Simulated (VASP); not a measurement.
# NaLiICl (P4/mmm) in VASP: a series of runs

The runs below take NaLiICl through single point, with LDA.

Program: VASP 6.6.1. These are calculated values, not measurements. Logs are shortened: lines on timing, memory, paths and dates and some standing lists are left out, and cuts for length are marked.

**1. The cell of the first run**

It takes space group P4/mmm (No. 123, tetragonal). Conventional cell: a = 4.092 Å, b = 4.092 Å, c = 6.713 Å, α = 90.00°, β = 90.00°, γ = 90.00°. Within 3.8 Å of Na (site symmetry 4/mmm) lie 4 Cl at 2.89 Å and 2 I at 3.36 Å. Within 3.8 Å of Li (site symmetry 4/mmm) lie 4 I at 2.89 Å and 2 Cl at 3.36 Å. Within 3.8 Å of I (site symmetry 4/mmm) lie 4 Li at 2.89 Å and 2 Na at 3.36 Å. Within 3.8 Å of Cl (site symmetry 4/mmm) lie 4 Na at 2.89 Å and 2 Li at 3.36 Å.

**2. Single point, LDA (strain +0.000 along x and y, +0.080 along z)**

Contents of INCAR:

```
SYSTEM = NaLiICl
PREC = Accurate
ENCUT = 520
EDIFF = 1E-7
ISMEAR = 0
SIGMA = 0.05
LREAL = .False.
LASPH = .True.
NELM = 80
ALGO = Normal
ISIF = 2
LWAVE = .False.
LCHARG = .False.
GGA = CA
NBANDS = 20
```

Contents of KPOINTS:

```
Automatic mesh
0
Gamma
  6 6 4
  0 0 0
```

Contents of POSCAR:

```
NaLiICl
1.0
    4.0916360000      0.0000000000      0.0000000000
    0.0000000000      4.0916360000      0.0000000000
    0.0000000000      0.0000000000      6.7125715200
Na Li I Cl
1 1 1 1
Direct
    0.5000000000      0.5000000000      0.5000000000
    0.0000000000      0.0000000000      0.0000000000
    0.5000000000      0.5000000000      0.0000000000
    0.0000000000      0.0000000000      0.5000000000
```

Potentials or basis: VASP PAW LDA potentials, release 64 (Na_pv, Li_sv, I, Cl).

On the command line:

```
> cat potpaw_LDA.64/Na_pv/POTCAR potpaw_LDA.64/Li_sv/POTCAR potpaw_LDA.64/I/POTCAR potpaw_LDA.64/Cl/POTCAR > POTCAR
> mpirun -np 1 vasp_std > vasp.out
```

OUTCAR:

```text
SYSTEM = NaLiICl
   PREC = Accurate
   ENCUT = 520
   EDIFF = 1E-7
   ISMEAR = 0
   LREAL = .False.
   LASPH = .True.
   NELM = 80
   ISIF = 2
   GGA = CA

 ion  position               nearest neighbor table
   1  0.500  0.500  0.500-
   2  0.000  0.000  0.000-   3 2.89   3 2.89   3 2.89   3 2.89
   3  0.500  0.500  0.000-   2 2.89   2 2.89   2 2.89   2 2.89
   4  0.000  0.000  0.500-

  LATTYP: Found a simple tetragonal cell.
 ALAT       =     4.0916360000
 C/A-ratio  =     1.6405593068

  Lattice vectors:

 A1 = (   4.0916360000,   0.0000000000,   0.0000000000)
 A2 = (   0.0000000000,   4.0916360000,   0.0000000000)
 A3 = (   0.0000000000,   0.0000000000,   6.7125715200)

Analysis of symmetry for initial positions (statically):
=====================================================================
 Subroutine PRICEL returns:
 Original cell was already a primitive cell.

 Routine SETGRP: Setting up the symmetry group for a
 simple tetragonal supercell.

 Subroutine GETGRP returns: Found 16 space group operations
 (whereof 16 operations were pure point group operations)
 out of a pool of 16 trial point group operations.

The static configuration has the point symmetry D_4h.

Analysis of symmetry for dynamics (positions and initial velocities):
=====================================================================
 Subroutine PRICEL returns:
 Original cell was already a primitive cell.

 Routine SETGRP: Setting up the symmetry group for a
 simple tetragonal supercell.

 Subroutine GETGRP returns: Found 16 space group operations
 (whereof 16 operations were pure point group operations)
 out of a pool of 16 trial point group operations.

The dynamic configuration has the point symmetry D_4h.

 Subroutine INISYM returns: Found 16 space group operations
 (whereof 16 operations are pure point group operations),
 and found     1 'primitive' translations

----------------------------------------------------------------------------------------

                                     Primitive cell

  volume of cell :     112.3784

  direct lattice vectors                    reciprocal lattice vectors
     4.091636000  0.000000000  0.000000000     0.244401017  0.000000000  0.000000000
     0.000000000  4.091636000  0.000000000     0.000000000  0.244401017  0.000000000
     0.000000000  0.000000000  6.712571520     0.000000000  0.000000000  0.148974204

  length of vectors
     4.091636000  4.091636000  6.712571520     0.244401017  0.244401017  0.148974204

[... 78 lines left out ...]
   ISPIN  =      1    spin polarized calculation?
   LNONCOLLINEAR =      F non collinear calculations
   LSORBIT =      F    spin-orbit coupling
   LASPH  =      T    aspherical Exc in radial PAW
   ENCUT  =  520.0 eV  38.22 Ry    6.18 a.u.   7.61  7.61 12.48*2*pi/ulx,y,z
   NELM   =     80;   NELMIN=  2; NELMDL= -5     # of ELM steps
   EDIFF  = 0.1E-06   stopping-criterion for ELM
   LREAL  =      F    real-space projection
   EDIFFG = 0.1E-05   stopping-criterion for IOM
   NSW    =      0    number of steps for IOM
   IBRION =     -1    ionic relax: 0-MD 1-quasi-New 2-CG
   NFREE  =      0    steps in history (QN), initial steepest desc. (CG)
   ISIF   =      2    stress and relaxation
   ISYM   =      2    0-nonsym 1-usesym 2-fastsym
   POTIM  = 0.5000    time-step for ionic-motion
   TEBEG  =    0.0;   TEEND  =   0.0 temperature during run
   PSTRESS=    0.0 pullay stress
   NELECT =      24.0000    total number of electrons
   NUPDOWN=      -1.0000    fix difference up-down
   EMIN   =  10.00;   EMAX   =-10.00  energy-range for DOS
   EFERMI =   0.00;   METHOD = LEGACY
   ISMEAR =     0;   SIGMA  =   0.05  broadening in eV -4-tet -1-fermi 0-gaus
   EFERMI_NEDOS =   21; number of points for ismear=-14 and -15
   IALGO  =     38    algorithm
   IMIX   =      4    mixing-type and parameters
     AMIX     =   0.40;   BMIX     =  1.00
     AMIX_MAG =   1.60;   BMIX_MAG =  1.00
  volume/ion in A,a.u.               =      28.09       189.59
  Fermi-wavevector in a.u.,A,eV,Ry     =   0.978553  1.849197 13.028471  0.957566
  Thomas-Fermi vector in A             =   2.109337
   LORBIT       =      0    0 simple, 1 ext, 2 COOP (PROOUT), +10 PAW based schemes
   GGA     = CA    functional components
   LHFCALC =     F    Hartree Fock is set to
   AEXX    =    0.0000 exact exchange contribution
   IVDW    =     0    specifies the selected vdW correction
   LEPSILON=     F    determine dielectric tensor
   LRPA    =     F    only Hartree local field effects (RPA)
 non-spin polarized calculation
 Gauss-broadening in eV      SIGMA  =   0.05
  energy-cutoff  :      520.00
  volume of cell :      112.38
 maximum number of plane-waves:      3055
   NGX = 15   NGY = 15   NGZ = 25

 number of electron      23.9999998 magnetization

 Free energy of the ion-electron system (eV)
  ---------------------------------------------------
  ext. energy  EPLUGINS =         0.00000000
  ---------------------------------------------------
  free energy    TOTEN  =       -13.50003444 eV

  energy without entropy =      -13.50003444  energy(sigma->0) =      -13.50003444

 E-fermi :   0.5488     XC(G=0):  -8.0418

 val. band max:        0.1657596402   @ k =   0.5000   0.0000   0.5000
 cond. band min:       3.7512732431   @ k =   0.0000   0.0000   0.0000
 fundamental gap:      3.5855136029
 Fermi energy:         0.5488128721

 k-point     1 :       0.0000    0.0000    0.0000
  band No.  band energies     occupation
      1     -44.1655      2.00000
      2     -21.8142      2.00000
      3     -21.7690      2.00000
      4     -21.7690      2.00000
      5     -12.6904      2.00000
      6     -11.1631      2.00000
[... 541 lines left out ...]
     19       9.1854      0.00000
     20       9.6798      0.00000

 [... further k-points ...]
[... 5 lines left out ...]
  --------------------------------------------------------------------------------------
  -------------------------------------------------------------------------------------
  Total       -2.0069901     -2.0069901     -2.1527561      0.0000000      0.0000000     -0.0000000
  in kB      -28.6136259    -28.6136259    -30.6918098      0.0000000      0.0000000     -0.0000000
  external PRESSURE =     -29.3063539 kB  Pullay stress =       0.0000000 kB

 VOLUME and BASIS-vectors are now :
 -----------------------------------------------------------------------------
  energy-cutoff  :      520.00
  volume of cell :      112.38
      direct lattice vectors                 reciprocal lattice vectors
     4.091636000  0.000000000  0.000000000     0.244401017  0.000000000  0.000000000
     0.000000000  4.091636000  0.000000000     0.000000000  0.244401017  0.000000000
     0.000000000  0.000000000  6.712571520     0.000000000  0.000000000  0.148974204

 POSITION                                       TOTAL-FORCE (eV/Angst)
 -----------------------------------------------------------------------------------
      2.04582      2.04582      3.35629         0.000000      0.000000      0.000000
      0.00000      0.00000      0.00000         0.000000      0.000000      0.000000
      2.04582      2.04582      0.00000         0.000000      0.000000      0.000000
      0.00000      0.00000      3.35629         0.000000      0.000000      0.000000
 -----------------------------------------------------------------------------------
    total drift:                                0.000000      0.000000      0.000000

  FREE ENERGIE OF THE ION-ELECTRON SYSTEM (eV)
  ---------------------------------------------------
  free  energy   TOTEN  =       -13.5000344355 eV

  energy  without entropy=      -13.5000344355  energy(sigma->0) =      -13.50003444
```

stdout:

```text
POSCAR found type information on POSCAR NaLiI Cl
 POSCAR found :  4 types and       4 ions
 scaLAPACK will be used
 LDA part: xc-table for (Slater(with rela. corr.)+CA(PZ))
 , standard interpolation
 POSCAR, INCAR and KPOINTS ok, starting setup
 FFT: planning ... GRIDC
 FFT: planning ... GRID_SOFT
 FFT: planning ... GRID
 WAVECAR not read
 entering main loop
```

Wall time 23 s (1 thread of Intel Xeon 6975P-C (Granite Rapids), shared host); peak memory 0.21 GiB.

Results:

| Item | Value |
| --- | --- |
| Free energy | -13.5000 eV |
| Band gap on the k mesh | 3.59 eV, indirect (least direct gap 3.96 eV) |

Levels at points of the mesh, in eV from the valence-band top:
```
           k point  band 10  band 11  band 12  band 13  band 14  band 15
(0.00, 0.00, 0.00)    -0.38    -0.38    -0.38     3.59     5.20     6.29
(0.50, 0.00, 0.00)    -1.07    -0.87     0.00     5.61     5.79     6.72
(0.50, 0.50, 0.00)    -1.53    -1.08    -0.67     4.47     5.65     6.09
(0.00, 0.00, 0.50)    -0.92    -0.48    -0.48     5.12     5.38     6.54
(0.50, 0.00, 0.50)    -0.86    -0.66     0.00     4.45     5.27     6.70
(0.50, 0.50, 0.50)    -1.75    -1.09    -0.78     5.04     6.75     7.00
```

Caveat: the cell differs from its parent crystal (strain +0.000 along x and y, +0.080 along z); the cutoff is under 1.25 times the usual one of these potentials, so pressure, stress and relaxed cells hold a basis-set (Pulay) error; spin-orbit coupling is left out, which moves the levels of the heavy elements.

(Part 1 of 2 ends here.)
